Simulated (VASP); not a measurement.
# V (Im-3m) in VASP: notebook

V is run at these levels: PBEsol; tasks: single point, relaxation of volume and atoms at fixed shape.

Everything below comes from runs of VASP 6.6.1. Logs are shortened: lines on timing, memory, paths and dates and some standing lists are left out, and cuts for length are marked.

## 1. The cell of the first run

The structure is cubic, space group Im-3m (No. 229). The conventional cell has a = 2.966 Å, b = 2.966 Å, c = 2.966 Å, α = 90.00°, β = 90.00°, γ = 90.00°. Within 3.4 Å of V (site symmetry m-3m) lie 14 V at 2.57 to 2.97 Å.

## 2. Single point, PBEsol, collinear spin, ferromagnetic start

Contents of INCAR:

```
SYSTEM = V
PREC = Accurate
ENCUT = 520
EDIFF = 1E-6
ISMEAR = -1
SIGMA = 0.02
LREAL = .False.
LASPH = .True.
NELM = 150
ALGO = Normal
ISIF = 2
LWAVE = .False.
LCHARG = .True.
ISPIN = 2
MAGMOM = 1.5
LORBIT = 11
LMAXMIX = 4
GGA = PS
LELF = .True.
LVHAR = .True.
NBANDS = 16
```

Contents of KPOINTS:

```
Automatic mesh
0
Gamma
  10 10 10
  0 0 0
```

Contents of POSCAR:

```
V
1.0
    2.5685702964     -0.0000000142     -0.0000000246
   -0.8561900854      2.4216713041     -0.0000000246
   -0.8561900854     -1.2108356165      2.0972288895
V
1
Direct
    0.0000000000      0.0000000000      0.0000000000
```

Potentials or basis: VASP PAW PBE potentials, release 64 (V_sv).

Command:

```sh
$ cat potpaw_PBE.64/V_sv/POTCAR > POTCAR
$ mpirun -np 1 vasp_std > vasp.out
```

OUTCAR:

```text
SYSTEM = V
   PREC = Accurate
   ENCUT = 520
   EDIFF = 1E-6
   ISMEAR = -1
   LREAL = .False.
   LASPH = .True.
   NELM = 150
   ISIF = 2
   ISPIN = 2
   LORBIT = 11
   GGA = PS

 ion  position               nearest neighbor table
   1  0.000  0.000  0.000-

  LATTYP: Found a body centered cubic cell.
 ALAT       =     2.9659295041

  Lattice vectors:

 A1 = (   2.5685702964,  -0.0000000142,  -0.0000000246)
 A2 = (  -0.8561900854,   2.4216713041,  -0.0000000246)
 A3 = (  -0.8561900854,  -1.2108356165,   2.0972288895)

Analysis of symmetry for initial positions (statically):
=====================================================================
 Subroutine PRICEL returns:
 Original cell was already a primitive cell.

 Routine SETGRP: Setting up the symmetry group for a
 body centered cubic supercell.

 Subroutine GETGRP returns: Found 48 space group operations
 (whereof 48 operations were pure point group operations)
 out of a pool of 48 trial point group operations.

The static configuration has the point symmetry O_h .

Analysis of symmetry for dynamics (positions and initial velocities):
=====================================================================
 Subroutine PRICEL returns:
 Original cell was already a primitive cell.

 Routine SETGRP: Setting up the symmetry group for a
 body centered cubic supercell.

 Subroutine GETGRP returns: Found 48 space group operations
 (whereof 48 operations were pure point group operations)
 out of a pool of 48 trial point group operations.

The dynamic configuration has the point symmetry O_h .

Analysis of structural, dynamic, and magnetic symmetry:
=====================================================================
 Subroutine PRICEL returns:
 Original cell was already a primitive cell.

 Routine SETGRP: Setting up the symmetry group for a
 body centered cubic supercell.

 Subroutine GETGRP returns: Found 48 space group operations
 (whereof 48 operations were pure point group operations)
 out of a pool of 48 trial point group operations.

The overall configuration has the point symmetry O_h .

 Subroutine INISYM returns: Found 48 space group operations
 (whereof 48 operations are pure point group operations),
 and found     1 'primitive' translations

----------------------------------------------------------------------------------------

                                     Primitive cell

  volume of cell :      13.0453

  direct lattice vectors                    reciprocal lattice vectors
     2.568570296 -0.000000014 -0.000000025     0.389321643  0.137645987  0.238409835
    -0.856190085  2.421671304 -0.000000025     0.000000005  0.412937961  0.238409835
    -0.856190085 -1.210835617  2.097228890     0.000000005  0.000000006  0.476819682

  length of vectors
     2.568570296  2.568570296  2.568570296     0.476819682  0.476819682  0.476819682

  position of ions in fractional coordinates (direct lattice)
     0.000000000  0.000000000  0.000000000

  ion indices of the primitive-cell ions
   primitive index   ion index
                 1           1

----------------------------------------------------------------------------------------

 KPOINTS: Automatic mesh

Automatic generation of k-mesh.
 Grid dimensions read from file:
 generate k-points for:   10   10   10

 Generating k-lattice:

  Cartesian coordinates                     Fractional coordinates (reciprocal lattice)
     0.038932164  0.013764599  0.023840984     0.100000000 -0.000000000  0.000000000
     0.000000000  0.041293796  0.023840984     0.000000000  0.100000000  0.000000000
     0.000000000  0.000000001  0.047681968     0.000000000  0.000000000  0.100000000

  Length of vectors
     0.047681968  0.047681968  0.047681968

  Shift w.r.t. Gamma in fractional coordinates (k-lattice)
     0.000000000  0.000000000  0.000000000

 Subroutine IBZKPT returns following result:
 ===========================================

 Found     47 irreducible k-points:

 Following reciprocal coordinates:
            Coordinates               Weight
  0.000000  0.000000  0.000000      1.000000
  0.100000  0.000000 -0.000000     12.000000
  0.200000  0.000000 -0.000000     12.000000
  0.300000  0.000000 -0.000000     12.000000
  0.400000  0.000000 -0.000000     12.000000
  0.500000  0.000000 -0.000000      6.000000
[... 16 lines left out ...]
  0.300000  0.300000  0.100000      8.000000
 -0.300000  0.300000  0.100000     24.000000
 [... further k-points ...]
   k-points           NKPTS =     47   k-points in BZ     NKDIM =     47   number of bands    NBANDS=     16
   number of dos      NEDOS =    301   number of ions     NIONS =      1
   total plane-waves  NPLWV =   8000
   dimension x,y,z NGX =    20 NGY =   20 NGZ =   20
   dimension x,y,z NGXF=    40 NGYF=   40 NGZF=   40
   ions per type =               1
   NGX,Y,Z   is equivalent  to a cutoff of  12.94, 12.94, 12.94 a.u.
   NGXF,Y,Z  is equivalent  to a cutoff of  25.89, 25.89, 25.89 a.u.
 SYSTEM =  V
   PREC   = accura    normal or accurate (medium, high low for compatibility)
   ISTART =      0    job   : 0-new  1-cont  2-samecut
   ICHARG =      2    charge: 1-file 2-atom 10-const
   ISPIN  =      2    spin polarized calculation?
   LNONCOLLINEAR =      F non collinear calculations
   LSORBIT =      F    spin-orbit coupling
   LASPH  =      T    aspherical Exc in radial PAW
   ENCUT  =  520.0 eV  38.22 Ry    6.18 a.u.   4.78  4.78  4.78*2*pi/ulx,y,z
   NELM   =    150;   NELMIN=  2; NELMDL= -5     # of ELM steps
   EDIFF  = 0.1E-05   stopping-criterion for ELM
   LREAL  =      F    real-space projection
   EDIFFG = 0.1E-04   stopping-criterion for IOM
   NSW    =      0    number of steps for IOM
   IBRION =     -1    ionic relax: 0-MD 1-quasi-New 2-CG
   NFREE  =      0    steps in history (QN), initial steepest desc. (CG)
   ISIF   =      2    stress and relaxation
   ISYM   =      2    0-nonsym 1-usesym 2-fastsym
   POTIM  = 0.5000    time-step for ionic-motion
   TEBEG  =    0.0;   TEEND  =   0.0 temperature during run
   PSTRESS=    0.0 pullay stress
   NELECT =      13.0000    total number of electrons
   NUPDOWN=      -1.0000    fix difference up-down
   EMIN   =  10.00;   EMAX   =-10.00  energy-range for DOS
   EFERMI =   0.00;   METHOD = LEGACY
   ISMEAR =    -1;   SIGMA  =   0.02  broadening in eV -4-tet -1-fermi 0-gaus
   EFERMI_NEDOS =   21; number of points for ismear=-14 and -15
   IALGO  =     38    algorithm
   IMIX   =      4    mixing-type and parameters
     AMIX     =   0.40;   BMIX     =  1.00
     AMIX_MAG =   1.60;   BMIX_MAG =  1.00
  volume/ion in A,a.u.               =      13.05        88.03
  Fermi-wavevector in a.u.,A,eV,Ry     =   1.635203  3.090086 36.380486  2.673890
  Thomas-Fermi vector in A             =   2.726715
   LORBIT       =     11    0 simple, 1 ext, 2 COOP (PROOUT), +10 PAW based schemes
   GGA     = PS    functional components
   LHFCALC =     F    Hartree Fock is set to
   AEXX    =    0.0000 exact exchange contribution
   IVDW    =     0    specifies the selected vdW correction
   LEPSILON=     F    determine dielectric tensor
   LRPA    =     F    only Hartree local field effects (RPA)
 spin polarized calculation
  energy-cutoff  :      520.00
  volume of cell :       13.05
 maximum number of plane-waves:       370
   NGX =  9   NGY =  9   NGZ =  9

 number of electron      12.9999999 magnetization       0.0725839

 number of electron      12.9999999 magnetization      -0.0005562

 Free energy of the ion-electron system (eV)
  ---------------------------------------------------
  ext. energy  EPLUGINS =         0.00000000
  ---------------------------------------------------
  free energy    TOTEN  =        -9.63066329 eV

  energy without entropy =       -9.62817855  energy(sigma->0) =       -9.62942092

 E-fermi :   9.9537     XC(G=0): -13.2421

 val. band max:        9.9382093099   @ k =   0.1000   0.1000  -0.0000
 cond. band min:       9.9863502714   @ k =  -0.2000   0.3000   0.1000
 fundamental gap:      0.0481409615
 Fermi energy:         9.9536539472

 spin component 1

 k-point     1 :       0.0000    0.0000    0.0000
  band No.  band energies     occupation
      1     -53.5349      1.00000
      2     -26.8784      1.00000
      3     -26.8784      1.00000
      4     -26.8784      1.00000
      5       3.2989      1.00000
      6      10.3412      0.00000
[... 8 lines left out ...]
     15      38.0595      0.00000
     16      42.5059      0.00000

 k-point     2 :       0.1000    0.0000   -0.0000
  band No.  band energies     occupation
      1     -53.5135      1.00000
      2     -26.9786      1.00000
      3     -26.9087      1.00000
      4     -26.8791      1.00000
      5       3.7101      1.00000
      6      10.1658      0.00002
[... 8 lines left out ...]
     15      38.5994      0.00000
     16      39.6039      0.00000
[... 387 lines left out ...]
      5       8.2202      1.00000
      6       9.0293      1.00000
[... 8 lines left out ...]
     15      38.5748      0.00000
     16      45.5869      0.00000

 k-point    24 :      -0.3000    0.3000    0.1000
  band No.  band energies     occupation
      1     -53.3695      1.00000
      2     -27.5319      1.00000
      3     -27.1182      1.00000
      4     -26.9562      1.00000
      5       6.3961      1.00000
      6       9.5453      1.00000
[... 8 lines left out ...]
     15      35.9809      0.00000
     16      38.1524      0.00000

 [... further k-points ...]

 spin component 2

 k-point     1 :       0.0000    0.0000    0.0000
  band No.  band energies     occupation
      1     -53.5354      1.00000
      2     -26.8789      1.00000
      3     -26.8789      1.00000
      4     -26.8789      1.00000
      5       3.2986      1.00000
      6      10.3407      0.00000
[... 8 lines left out ...]
     15      38.0593      0.00000
     16      42.5053      0.00000

 k-point     2 :       0.1000    0.0000   -0.0000
  band No.  band energies     occupation
      1     -53.5140      1.00000
      2     -26.9791      1.00000
      3     -26.9092      1.00000
      4     -26.8796      1.00000
      5       3.7098      1.00000
      6      10.1653      0.00003
[... 8 lines left out ...]
     15      38.5991      0.00000
     16      39.6034      0.00000
[... 387 lines left out ...]
      5       8.2197      1.00000
      6       9.0289      1.00000
[... 8 lines left out ...]
     15      38.5745      0.00000
     16      45.5865      0.00000

 k-point    24 :      -0.3000    0.3000    0.1000
  band No.  band energies     occupation
      1     -53.3700      1.00000
      2     -27.5324      1.00000
      3     -27.1187      1.00000
      4     -26.9567      1.00000
      5       6.3957      1.00000
      6       9.5448      1.00000
[... 8 lines left out ...]
     15      35.9805      0.00000
     16      38.1520      0.00000

 [... further k-points ...]

------------------------ aborting loop because EDIFF is reached ----------------------------------------

  FORCE on cell =-STRESS in cart. coord.  units (eV):
  Direction    XX          YY          ZZ          XY          YZ          ZX
  --------------------------------------------------------------------------------------
  -------------------------------------------------------------------------------------
  Total        0.0202879      0.0202879      0.0202879      0.0000000      0.0000000      0.0000000
  in kB        2.4917016      2.4917016      2.4917016      0.0000000      0.0000000      0.0000000
  external PRESSURE =       2.4917016 kB  Pullay stress =       0.0000000 kB

 VOLUME and BASIS-vectors are now :
 -----------------------------------------------------------------------------
  energy-cutoff  :      520.00
  volume of cell :       13.05
      direct lattice vectors                 reciprocal lattice vectors
     2.568570296 -0.000000014 -0.000000025     0.389321643  0.137645987  0.238409835
    -0.856190085  2.421671304 -0.000000025     0.000000005  0.412937961  0.238409835
    -0.856190085 -1.210835617  2.097228890     0.000000005  0.000000006  0.476819682

 POSITION                                       TOTAL-FORCE (eV/Angst)
 -----------------------------------------------------------------------------------
      0.00000      0.00000      0.00000         0.000000     -0.000000     -0.000000
 -----------------------------------------------------------------------------------
    total drift:                                0.000000      0.000000      0.000000

  FREE ENERGIE OF THE ION-ELECTRON SYSTEM (eV)
  ---------------------------------------------------
  free  energy   TOTEN  =        -9.6306632946 eV

  energy  without entropy=       -9.6281785501  energy(sigma->0) =       -9.62942092

 total charge

# of ion       s       p       d       tot
------------------------------------------
    1        2.354   6.246   3.104  11.704

 magnetization (x)

# of ion       s       p       d       tot
------------------------------------------
    1       -0.000  -0.000  -0.000  -0.000
```

Wall time 8.2 s (1 thread of Intel Xeon 6975P-C (Granite Rapids), shared host); peak memory 0.13 GiB.

What came out:

| Property | Result |
| --- | --- |
| Free energy | -9.6307 eV |
| Pressure | 0.2 GPa |
| Net moment | 0.00 μB per cell |
| Valence electrons inside the program's atomic spheres | V 11.70 |

Caveat: the PAW data sets were made with another functional, which shifts forces and pressure a little.

(Continued in part 2 of 2.)
